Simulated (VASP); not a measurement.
# GdN (Fm-3m) in VASP: a series of runs

Runs on GdN. Level: PBE+U. Tasks: single point.

Program: VASP 6.6.1. These are calculated values, not measurements. Logs are shortened: lines on timing, memory, paths and dates and some standing lists are left out, and cuts for length are marked.

## Step 1: The cell of the first run

The structure is cubic, space group Fm-3m (No. 225). Conventional cell: a = 4.934 Å, b = 4.934 Å, c = 4.934 Å, α = 90.00°, β = 90.00°, γ = 90.00°. Within 3.3 Å of Gd (site symmetry m-3m) lie 6 N at 2.47 Å. Within 3.3 Å of N (site symmetry m-3m) lie 6 Gd at 2.47 Å.

## Step 2: Single point, PBE+U, collinear spin (15.02 Å³/atom)

Input file INCAR:

```
SYSTEM = GdN
ALGO = Normal
EDIFF = 1E-7
ENCUT = 520
GGA = PE
ISIF = 2
ISMEAR = 0
ISPIN = 2
LASPH = .TRUE.
LCHARG = .FALSE.
LDAU = .TRUE.
LDAUJ = 0 0
LDAUL = 3 -1
LDAUPRINT = 1
LDAUTYPE = 2
LDAUU = 6 0
LMAXMIX = 6
LORBIT = 11
LREAL = .FALSE.
LWAVE = .FALSE.
MAGMOM = 7.62 -0.16
NBANDS = 22
NELM = 150
PREC = Accurate
SIGMA = 0.05
```

Input file KPOINTS:

```
k-points
0
G
  10 10 10
  0 0 0
```

Input file POSCAR:

```
GdN
1.0
    0.0000000000      2.4672128565      2.4672128565
    2.4672128565      0.0000000000      2.4672128565
    2.4672128565      2.4672128565      0.0000000000
Gd N
1 1
Direct
    0.0000000000      0.0000000000      0.0000000000
    0.5000000000      0.5000000000      0.5000000000
```

Potentials or basis: VASP PAW PBE potentials, release 64 (Gd, N).

Started as:

```bash
$ cat potpaw_PBE.64/Gd/POTCAR potpaw_PBE.64/N/POTCAR > POTCAR
$ mpirun -np 1 vasp_std > vasp.out
```

OUTCAR:

```text
SYSTEM = GdN
   EDIFF = 1E-7
   ENCUT = 520
   GGA = PE
   ISIF = 2
   ISMEAR = 0
   ISPIN = 2
   LASPH = .TRUE.
   LORBIT = 11
   LREAL = .FALSE.
   NELM = 150
   PREC = Accurate

 ion  position               nearest neighbor table
   1  0.000  0.000  0.000-   2 2.47   2 2.47   2 2.47   2 2.47   2 2.47   2 2.47
   2  0.500  0.500  0.500-   1 2.47   1 2.47   1 2.47   1 2.47   1 2.47   1 2.47

  LATTYP: Found a face centered cubic cell.
 ALAT       =     4.9344257130

  Lattice vectors:

 A1 = (   0.0000000000,   2.4672128565,   2.4672128565)
 A2 = (   2.4672128565,   0.0000000000,   2.4672128565)
 A3 = (   2.4672128565,   2.4672128565,   0.0000000000)

Analysis of symmetry for initial positions (statically):
=====================================================================
 Subroutine PRICEL returns:
 Original cell was already a primitive cell.

 Routine SETGRP: Setting up the symmetry group for a
 face centered cubic supercell.

 Subroutine GETGRP returns: Found 48 space group operations
 (whereof 48 operations were pure point group operations)
 out of a pool of 48 trial point group operations.

The static configuration has the point symmetry O_h .

Analysis of symmetry for dynamics (positions and initial velocities):
=====================================================================
 Subroutine PRICEL returns:
 Original cell was already a primitive cell.

 Routine SETGRP: Setting up the symmetry group for a
 face centered cubic supercell.

 Subroutine GETGRP returns: Found 48 space group operations
 (whereof 48 operations were pure point group operations)
 out of a pool of 48 trial point group operations.

The dynamic configuration has the point symmetry O_h .

Analysis of structural, dynamic, and magnetic symmetry:
=====================================================================
 Subroutine PRICEL returns:
 Original cell was already a primitive cell.

 Routine SETGRP: Setting up the symmetry group for a
 face centered cubic supercell.
[... 182 lines left out ...]
  o =  0.9903  v = -0.0000  0.0000  0.0000  0.0000  0.0024 -1.0000  0.0019  0.0000  0.0000  0.0000  0.0000  0.0000  0.0000  0.0000      0.0000  0.0000  0.0000  0.0000  0.0000  0.0000  0.0000  0.0000  0.0000  0.0000  0.0000  0.0000  0.0000  0.0000
  o =  0.9903  v =  0.0001  0.0000 -0.0001 -0.0000 -0.7906 -0.0031 -0.6124  0.0000  0.0000  0.0000  0.0000  0.0000  0.0000  0.0000      0.0000  0.0000  0.0000  0.0000  0.0000  0.0000  0.0000  0.0000  0.0000  0.0000  0.0000  0.0000  0.0000  0.0000
  o =  0.9903  v = -0.6124  0.0000  0.7906  0.0000 -0.0001  0.0000 -0.0001  0.0000  0.0000  0.0000  0.0000  0.0000  0.0000  0.0000      0.0000  0.0000  0.0000  0.0000  0.0000  0.0000  0.0000  0.0000  0.0000  0.0000  0.0000  0.0000  0.0000  0.0000
  o =  0.9927  v = -0.0001  0.0000 -0.0001 -0.9324  0.2213 -0.0000 -0.2857  0.0000  0.0000  0.0000  0.0000  0.0000  0.0000  0.0000      0.0000  0.0000  0.0000  0.0000  0.0000  0.0000  0.0000  0.0000  0.0000  0.0000  0.0000  0.0000  0.0000  0.0000
  o =  0.9927  v =  0.0011  0.0000  0.0009 -0.3614 -0.5710 -0.0000  0.7371  0.0000  0.0000  0.0000  0.0000  0.0000  0.0000  0.0000      0.0000  0.0000  0.0000  0.0000  0.0000  0.0000  0.0000  0.0000  0.0000  0.0000  0.0000  0.0000  0.0000  0.0000
  o =  0.9927  v = -0.7906 -0.0000 -0.6124 -0.0004 -0.0008  0.0000  0.0011  0.0000  0.0000  0.0000  0.0000  0.0000  0.0000  0.0000      0.0000  0.0000  0.0000  0.0000  0.0000  0.0000  0.0000  0.0000  0.0000  0.0000  0.0000  0.0000  0.0000  0.0000

 number of electron      23.0000003 magnetization       6.9999999

 Free energy of the ion-electron system (eV)
  ---------------------------------------------------
  ext. energy  EPLUGINS =         0.00000000
  ---------------------------------------------------
  free energy    TOTEN  =       -22.78363051 eV

  energy without entropy =      -22.78346071  energy(sigma->0) =      -22.78354561

 E-fermi :   3.9519     XC(G=0): -11.7435

 val. band max:        3.9518825692   @ k =   0.1000   0.1000   0.0000
 cond. band min:       4.2010218777   @ k =   0.0000   0.0000   0.0000
 fundamental gap:      0.2491393085
 Fermi energy:         3.9519148296

 spin component 1

 k-point     1 :       0.0000    0.0000    0.0000
  band No.  band energies     occupation
      1     -39.5966      1.00000
      2     -16.5585      1.00000
      3     -16.5585      1.00000
      4     -16.5585      1.00000
      5      -8.9634      1.00000
      6      -2.1785      1.00000
[... 1193 lines left out ...]
     21      15.1815      0.00000
     22      18.8412      0.00000

 [... further k-points ...]

------------------------ aborting loop because EDIFF is reached ----------------------------------------

  FORCE on cell =-STRESS in cart. coord.  units (eV):
  Direction    XX          YY          ZZ          XY          YZ          ZX
  --------------------------------------------------------------------------------------
  -------------------------------------------------------------------------------------
  Total        1.3090045      1.3090045      1.3090045      0.0000000      0.0000000      0.0000000
  in kB       69.8235426     69.8235426     69.8235426      0.0000000      0.0000000      0.0000000
  external PRESSURE =      69.8235426 kB  Pullay stress =       0.0000000 kB

 VOLUME and BASIS-vectors are now :
 -----------------------------------------------------------------------------
  energy-cutoff  :      520.00
  volume of cell :       30.04
      direct lattice vectors                 reciprocal lattice vectors
     0.000000000  2.467212857  2.467212857    -0.202657829  0.202657829  0.202657829
     2.467212857  0.000000000  2.467212857     0.202657829 -0.202657829  0.202657829
     2.467212857  2.467212857  0.000000000     0.202657829  0.202657829 -0.202657829

 POSITION                                       TOTAL-FORCE (eV/Angst)
 -----------------------------------------------------------------------------------
      0.00000      0.00000      0.00000        -0.000000     -0.000000     -0.000000
      2.46721      2.46721      2.46721         0.000000      0.000000      0.000000
 -----------------------------------------------------------------------------------
    total drift:                                0.000000      0.000000      0.000000

  FREE ENERGIE OF THE ION-ELECTRON SYSTEM (eV)
  ---------------------------------------------------
  free  energy   TOTEN  =       -22.7836305067 eV

  energy  without entropy=      -22.7834607133  energy(sigma->0) =      -22.78354561

 total charge

# of ion       s       p       d       f       tot
--------------------------------------------------
    1        2.037   5.675   0.563   6.974  15.250
    2        1.251   2.405   0.000   0.000   3.656
--------------------------------------------------
tot          3.288   8.081   0.563   6.974  18.906

 magnetization (x)

# of ion       s       p       d       f       tot
--------------------------------------------------
    1       -0.006  -0.086   0.073   6.889   6.871
    2       -0.009  -0.107   0.000   0.000  -0.116
--------------------------------------------------
tot         -0.015  -0.193   0.073   6.889   6.755
```

OSZICAR:

```text
N       E                     dE             d eps       ncg     rms          rms(c)
DAV:   1     0.137232593335E+03    0.13723E+03   -0.82435E+03  5746   0.548E+03
DAV:   2    -0.208458147628E+01   -0.13932E+03   -0.11846E+03  5742   0.477E+02
DAV:   3    -0.182733407696E+02   -0.16189E+02   -0.15872E+02  5952   0.115E+02
[... 12 lines left out ...]
DAV:  16    -0.227836289241E+02   -0.98402E-06   -0.10131E-05  6888   0.353E-02    0.464E-02
DAV:  17    -0.227836301877E+02   -0.12637E-05   -0.87731E-07  6646   0.139E-02    0.205E-02
DAV:  18    -0.227836303393E+02   -0.15157E-06   -0.55771E-08  3432   0.421E-03    0.662E-03
DAV:  19    -0.227836304920E+02   -0.15269E-06   -0.60486E-08  3156   0.587E-03    0.200E-03
DAV:  20    -0.227836305067E+02   -0.14741E-07   -0.49893E-08  3038   0.308E-03
   1 F= -.22783631E+02 E0= -.22783546E+02  d E =-.169793E-03  mag=     7.0000
```

Run time: 3.8 min. Hardware: 1 thread of Intel Xeon 8259CL, shared host; peak memory 0.22 GiB.

Results:

| Item | Value |
| --- | --- |
| Free energy | -22.7836 eV |
| Pressure | 7.0 GPa |
| Band gap on the k mesh | zero (filled and empty bands overlap) |
| Net moment | 7.00 μB per cell |
| Site moments | Gd +6.87; N -0.12 μB |
| Valence electrons inside the program's atomic spheres | Gd 15.25; N 3.66 |

Eigenvalues of the final occupation matrices:
```csv
site,spin,trace,eigenvalues
site 1 f,1,6.94,0.99 0.99 0.99 0.99 0.99 0.99 0.99
site 1 f,2,0.04,0.00 0.00 0.00 0.00 0.01 0.01 0.01
```

Caveat: the cell stands under pressure; spin-orbit coupling is left out, which moves the levels of the heavy elements; a cell with one magnetic atom can't hold antiferromagnetic order, which such compounds often take.

(Continued in part 2 of 2.)

The gap in the log of VASP goes by the Fermi energy; the results here count the filled bands.